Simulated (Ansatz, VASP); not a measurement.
**HfO2: VASP beside Ansatz**

The input INCAR:

```
SYSTEM = HfO2
ALGO = Normal ; EDIFF = 1E-6
ENCUT = 520 ; GGA = PS
ISIF = 2 ; ISMEAR = 0
LASPH = .TRUE. ; LCHARG = .FALSE.
LREAL = .FALSE. ; LWAVE = .FALSE.
NBANDS = 31 ; NELM = 100
PREC = Accurate ; SIGMA = 0.05
```

Contents of KPOINTS:

```
k-points
0
G
  6 6 8
  0 0 0
```

POSCAR

```
HfO2
1.0
    4.9515530954      0.0000000000      0.0000000000
    0.0000000000      4.9515530954      0.0000000000
    0.0000000000      0.0000000000      3.2904374695
Hf O
2 4
Direct
    0.0000000000      0.0000000000      0.0000000000
    0.5000000000      0.5000000000      0.5000000000
    0.1949828631      0.8050171369      0.4598153737
    0.3050171369      0.3050171369      0.0000000000
    0.6949828631      0.6949828631      0.0000000000
    0.8050171369      0.1949828631      0.5401846263
```

Input for Ansatz:

```yaml
crystal:
  lattice:
    - [4.9515530954, 0.0, 0.0]
    - [0.0, 4.9515530954, 0.0]
    - [0.0, 0.0, 3.2904374695]
  atoms:
    - { symbol: Hf, position: [0.0, 0.0, 0.0] }
    - { symbol: Hf, position: [0.5, 0.5, 0.5] }
    - { symbol: O, position: [0.1949828631, 0.8050171369, 0.4598153737] }
    - { symbol: O, position: [0.3050171369, 0.3050171369, 0.0] }
    - { symbol: O, position: [0.6949828631, 0.6949828631, 0.0] }
    - { symbol: O, position: [0.8050171369, 0.1949828631, 0.5401846263] }
basis:
  ecutwfc: 520.0
kpoints:
  mp_grid: { grid: [6, 6, 8] }
hamiltonian:
  xc: pbesol
  pseudopotentials: { kind: paw, azcp: { folder: soft_1 } }
scf:
  occupations: { method: gaussian, width: 0.05 }
output:
  forces: true
  stress: true
  eigenvalues: true
```

Change from the starting cell: mode 16 frozen in at -0.129 Å, equal normal strain along x, y and z +0.0250.

Alike in both runs: task single point; functional PBEsol; k mesh 6 × 6 × 8; occupations gaussian, width 0.05 eV; no spin polarisation.

|  | VASP | Ansatz |
| --- | --- | --- |
| version | VASP 6.6.1 | Ansatz 0.2.0 |
| potentials or method | VASP PAW PBE potentials, release 64 (Hf_pv, O), cutoff 520 eV | scalar-relativistic, plane waves, PAW |
| valence electrons in the cell | 44 | 76 |

VASP gave:

* gap on the k mesh at the Fermi level (eV): 3.60
* least direct gap on the mesh (eV): 3.60
* pressure (GPa): -15.6
* traceless stress, the component that is largest in VASP (GPa): -2.81
* rms of the force components (eV/Å): 0.455

Question: Which values does Ansatz return?

Answer: gap on the k mesh at the Fermi level (eV): 3.65; least direct gap on the mesh (eV): 3.65; pressure (GPa): -13.2; traceless stress, the component that is largest in VASP (GPa): -2.42; rms of the force components (eV/Å): 0.463.

VASP's potentials were made for PBE, not for PBEsol, and Ansatz warns of the same on its side. Atom by atom the forces differ by 0.022 eV/Å (rms over components). VASP's potentials hold 44 valence electrons a cell and Ansatz's 76, so a difference there can come from the potentials and not from the codes.

Spin-orbit coupling is off throughout.
